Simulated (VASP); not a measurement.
# NaF (Fm-3m) in VASP: notebook, part 2 of 2

VASP 6.6.1.

### Step 3. Single point, PBE+D3(BJ)

This run uses another cell than the first one, of 12.38 Å³/atom.

The input, INCAR:

```
SYSTEM = NaF
PREC     = Accurate       ! precision mode
ENCUT    = 600            ! plane-wave cutoff, eV
EDIFF    = 1E-6           ! SCF threshold, eV
ISMEAR   = 0              ! smearing method
SIGMA    = 0.02           ! smearing width, eV
LREAL    = .False.        ! projectors in reciprocal space
LASPH    = .True.         ! aspherical terms in the spheres
NELM     = 120            ! most SCF steps
ALGO     = Normal         ! electronic algorithm
ISIF     = 2              ! what is computed and relaxed
LWAVE    = .False.        ! write WAVECAR
LCHARG   = .False.        ! write CHGCAR
GGA      = PE             ! functional
IVDW     = 12             ! dispersion correction
NBANDS   = 14             ! bands
GGA_COMPAT= .False.
```

The input, KPOINTS:

```
regular mesh
0
Gamma
  8 8 8
  0 0 0
```

The input, POSCAR:

```
NaF
1.0
    0.0000000000      2.3136181579      2.3136181579
    2.3136181579      0.0000000000      2.3136181579
    2.3136181579      2.3136181579      0.0000000000
Na F
1 1
Direct
    0.0000000000      0.0000000000      0.0000000000
    0.5000000000      0.5000000000      0.5000000000
```

Potentials or basis: VASP PAW PBE potentials, release 64 (Na_pv, F).

The run is started by

```console
$ cat potpaw_PBE.64/Na_pv/POTCAR potpaw_PBE.64/F/POTCAR > POTCAR
$ mpirun -np 1 vasp_std > vasp.out
```

OUTCAR:

```text
SYSTEM = NaF
   PREC = Accurate
   ENCUT = 600
   EDIFF = 1E-6
   ISMEAR = 0
   LREAL = .False.
   LASPH = .True.
   NELM = 120
   ISIF = 2
   GGA = PE
   IVDW = 12
 IVDW          = 12

 ion  position               nearest neighbor table
   1  0.000  0.000  0.000-   2 2.31   2 2.31   2 2.31   2 2.31   2 2.31   2 2.31
   2  0.500  0.500  0.500-   1 2.31   1 2.31   1 2.31   1 2.31   1 2.31   1 2.31

  LATTYP: Found a face centered cubic cell.
 ALAT       =     4.6272363158

  Lattice vectors:

 A1 = (   0.0000000000,   2.3136181579,   2.3136181579)
 A2 = (   2.3136181579,   0.0000000000,   2.3136181579)
 A3 = (   2.3136181579,   2.3136181579,   0.0000000000)

Analysis of symmetry for initial positions (statically):
=====================================================================
 Subroutine PRICEL returns:
 Original cell was already a primitive cell.

 Routine SETGRP: Setting up the symmetry group for a
 face centered cubic supercell.

 Subroutine GETGRP returns: Found 48 space group operations
 (whereof 48 operations were pure point group operations)
 out of a pool of 48 trial point group operations.

The static configuration has the point symmetry O_h .

Analysis of symmetry for dynamics (positions and initial velocities):
=====================================================================
 Subroutine PRICEL returns:
 Original cell was already a primitive cell.

 Routine SETGRP: Setting up the symmetry group for a
 face centered cubic supercell.

 Subroutine GETGRP returns: Found 48 space group operations
 (whereof 48 operations were pure point group operations)
 out of a pool of 48 trial point group operations.

The dynamic configuration has the point symmetry O_h .

 Subroutine INISYM returns: Found 48 space group operations
 (whereof 48 operations are pure point group operations),
 and found     1 'primitive' translations

----------------------------------------------------------------------------------------

                                     Primitive cell

  volume of cell :      24.7688

  direct lattice vectors                    reciprocal lattice vectors
     0.000000000  2.313618158  2.313618158    -0.216111720  0.216111720  0.216111720
[... 121 lines left out ...]
 maximum number of plane-waves:       869
 NGX is ok and might be reduce to    28
   NGX = 13   NGY = 13   NGZ = 13

 number of electron      14.0000006 magnetization

 Free energy of the ion-electron system (eV)
  ---------------------------------------------------
  ext. energy  EPLUGINS =         0.00000000
  ---------------------------------------------------
  free energy    TOTEN  =        -8.56177691 eV

  energy without entropy =       -8.56177691  energy(sigma->0) =       -8.56177691

 E-fermi :  -1.8495     XC(G=0):  -9.1757

 val. band max:       -2.0681038509   @ k =   0.0000   0.0000   0.0000
 cond. band min:       4.2572000629   @ k =   0.0000   0.0000   0.0000
 fundamental gap:      6.3253039138
 Fermi energy:        -1.8494719552

 k-point     1 :       0.0000    0.0000    0.0000
  band No.  band energies     occupation
      1     -21.2489      2.00000
      2     -20.9995      2.00000
      3     -20.9995      2.00000
      4     -20.9995      2.00000
      5      -2.0681      2.00000
      6      -2.0681      2.00000
      7      -2.0681      2.00000
      8       4.2572      0.00000
      9      16.9420      0.00000
     10      16.9420      0.00000
     11      16.9420      0.00000
     12      19.8162      0.00000
     13      21.9961      0.00000
     14      21.9961      0.00000
[... 377 lines left out ...]
      1     -21.7112      2.00000
      2     -21.0546      2.00000
      3     -21.0308      2.00000
      4     -20.3711      2.00000
      5      -3.3821      2.00000
      6      -2.6477      2.00000
      7      -2.4067      2.00000
      8       9.7507      0.00000
      9      10.6847      0.00000
     10      15.1019      0.00000
     11      16.9559      0.00000
     12      20.1445      0.00000
     13      21.2098      0.00000
     14      25.9952      0.00000

 [... further k-points ...]

------------------------ aborting loop because EDIFF is reached ----------------------------------------

 Edisp (eV)   -0.34879

 E8    (eV) :    -0.1505

  FORCE on cell =-STRESS in cart. coord.  units (eV):
  Direction    XX          YY          ZZ          XY          YZ          ZX
  --------------------------------------------------------------------------------------
  -------------------------------------------------------------------------------------
  Total      -0.02870    -0.02870    -0.02870     0.00000     0.00000     0.00000
  in kB      -1.85622    -1.85622    -1.85622     0.00000     0.00000     0.00000
  external pressure =       -1.86 kB  Pullay stress =        0.00 kB

 VOLUME and BASIS-vectors are now :
 -----------------------------------------------------------------------------
  energy-cutoff  :      600.00
  volume of cell :       24.77
      direct lattice vectors                 reciprocal lattice vectors
     0.000000000  2.313618158  2.313618158    -0.216111720  0.216111720  0.216111720
     2.313618158  0.000000000  2.313618158     0.216111720 -0.216111720  0.216111720
     2.313618158  2.313618158  0.000000000     0.216111720  0.216111720 -0.216111720

 POSITION                                       TOTAL-FORCE (eV/Angst)
 -----------------------------------------------------------------------------------
      0.00000      0.00000      0.00000         0.000000     -0.000000     -0.000000
      2.31362      2.31362      2.31362         0.000000      0.000000      0.000000
 -----------------------------------------------------------------------------------
    total drift:                                0.000000      0.000000      0.000000

  FREE ENERGIE OF THE ION-ELECTRON SYSTEM (eV)
  ---------------------------------------------------
  free  energy   TOTEN  =        -8.9105648195 eV

  energy  without entropy=       -8.9105648195  energy(sigma->0) =       -8.91056482
```

OSZICAR:

```text
N       E                     dE             d eps       ncg     rms          rms(c)
DAV:   1     0.113757949594E+03    0.11376E+03   -0.83624E+03   830   0.134E+03
DAV:   2    -0.385995080056E+01   -0.11762E+03   -0.10925E+03   890   0.361E+02
DAV:   3    -0.941014022792E+01   -0.55502E+01   -0.55399E+01  1028   0.698E+01
DAV:   4    -0.945488624868E+01   -0.44746E-01   -0.44744E-01   902   0.683E+00
DAV:   5    -0.945532634903E+01   -0.44010E-03   -0.44010E-03   998   0.676E-01    0.542E+00
DAV:   6    -0.857052708622E+01    0.88480E+00   -0.30678E+00   972   0.149E+01    0.183E+00
DAV:   7    -0.855995068991E+01    0.10576E-01   -0.29177E-02   830   0.207E+00    0.106E+00
DAV:   8    -0.856120473251E+01   -0.12540E-02   -0.29358E-02   884   0.340E+00    0.150E-01
DAV:   9    -0.856187103661E+01   -0.66630E-03   -0.40976E-03   932   0.599E-01    0.122E-01
DAV:  10    -0.856177852024E+01    0.92516E-04   -0.74693E-04   896   0.313E-01    0.152E-02
DAV:  11    -0.856177650486E+01    0.20154E-05   -0.27100E-05   956   0.722E-02    0.303E-03
DAV:  12    -0.856177690934E+01   -0.40448E-06   -0.14704E-06   884   0.141E-02
   1 F= -.89105648E+01 E0= -.89105648E+01  d E =-.835689E-56
```

stdout:

```text
POSCAR found type information on POSCAR NaF
 POSCAR found :  2 types and       2 ions
 scaLAPACK will be used
 LDA part: xc-table for (Slater+PW92), standard interpolation
 POSCAR, INCAR and KPOINTS ok, starting setup
 FFT: planning ... GRIDC
 FFT: planning ... GRID_SOFT
 FFT: planning ... GRID
 WAVECAR not read
 entering main loop
```

Wall time 19 s (1 thread of Intel Xeon 8259CL, shared host); peak memory 0.16 GiB.

Results:

```
Free energy                : -8.9106 eV
Pressure                   : -0.2 GPa
Band gap on the k mesh     : 6.33 eV
Dispersion energy per atom : -0.174 eV
```

### Step 4. Relaxation of cell and atoms, PBE+D3(BJ)

The input, INCAR:

```
SYSTEM = NaF
  ALGO = Normal
  EDIFF = 1E-7
  EDIFFG = -0.01
  ENCUT = 600
  GGA = PE
  GGA_COMPAT = .False.
  IBRION = 2
  ISIF = 3
  ISMEAR = 0
  IVDW = 12
  LASPH = .True.
  LCHARG = .False.
  LREAL = .False.
  LWAVE = .False.
  NELM = 120
  NELMIN = 4
  NSW = 100
  PREC = Accurate
  SIGMA = 0.02
```

The input, KPOINTS:

```
k-points
0
Gamma
  8 8 8
  0 0 0
```

The input, POSCAR:

```
NaF
1.0
    0.0000000000      2.2858943900      2.2858943900
    2.2858943900      0.0000000000      2.2858943900
    2.2858943900      2.2858943900      0.0000000000
Na F
1 1
Direct
    0.0000000000      0.0000000000      0.0000000000
    0.5000000000      0.5000000000      0.5000000000
```

The run is started by

```console
$ cat potpaw_PBE.64/Na_pv/POTCAR potpaw_PBE.64/F/POTCAR > POTCAR
$ mpirun -np 1 vasp_std > vasp.out
```

Run time: 42 s. Hardware: 1 thread of Intel Xeon 8259CL, shared host; peak memory 0.16 GiB.

The run converged. Its results:

```
Free energy                           : -8.9087 eV
Relaxed volume                        : 12.37 Å³/atom
Relaxed cell                          : a = 3.271 Å, b = 3.271 Å, c = 3.271 Å, α = 60.00°, β = 60.00°, γ = 60.00°
Space group after relaxing (to 0.1 Å) : Fm-3m (No. 225)
Energy gained by relaxing             : 2.3 meV/atom
Ionic steps                           : 3
Pressure after relaxing               : -0.1 GPa
Band gap on the k mesh                : 6.33 eV
Dispersion energy per atom            : -0.175 eV
```

Step by step:
| step | energy change (eV) | largest force (eV/Å) | pressure (GPa) | volume (Å³) |
| --- | --- | --- | --- | --- |
| 1 | 0.0000 | 0.0000 | 1.83 | 23.89 |
| 2 | -0.0037 | 0.0000 | 0.73 | 24.36 |
| 3 | -0.0045 | 0.0000 | -0.06 | 24.74 |

Final structure:
```
Na F
1.0
     0.00000    2.31270    2.31270
     2.31270    0.00000    2.31270
     2.31270    2.31270    0.00000
Na F
1 1
Direct
  0.00000 0.00000 0.00000
  0.50000 0.50000 0.50000
```

Levels at points of the mesh, in eV from the valence-band top:
```tsv
k point	band 5	band 6	band 7	band 8	band 9	band 10
(0.00, 0.00, 0.00)	0.00	0.00	0.00	6.33	19.02	19.02
(0.50, 0.00, 0.00)	-1.60	-0.26	-0.26	10.82	12.52	20.17
(0.50, 0.50, 0.00)	-1.28	-0.41	-0.41	13.20	13.33	13.66
```

### Step 5. Summary

```tsv
task	cell	k mesh	smearing	gap on the mesh (eV)	pressure (GPa)
single point	a = 3.233 Å, angles 60.0°, 2 atoms	6 × 6 × 6	gaussian 0.1 eV	6.53	1.8
single point	a = 3.272 Å, angles 60.0°, 2 atoms	8 × 8 × 8	gaussian 0.02 eV	6.33	-0.2
relaxation of cell and atoms	relaxed from a = 3.233 Å, angles 60.0°, 2 atoms	8 × 8 × 8	gaussian 0.02 eV	6.33	-0.1
```

Alike in all rows: level PBE+D3(BJ); potentials or basis VASP PAW PBE potentials, release 64 (Na_pv, F); no spin polarisation; cutoff (eV) 600.

Total energies depend on the potentials used, so only differences within one code and one set of settings carry meaning.
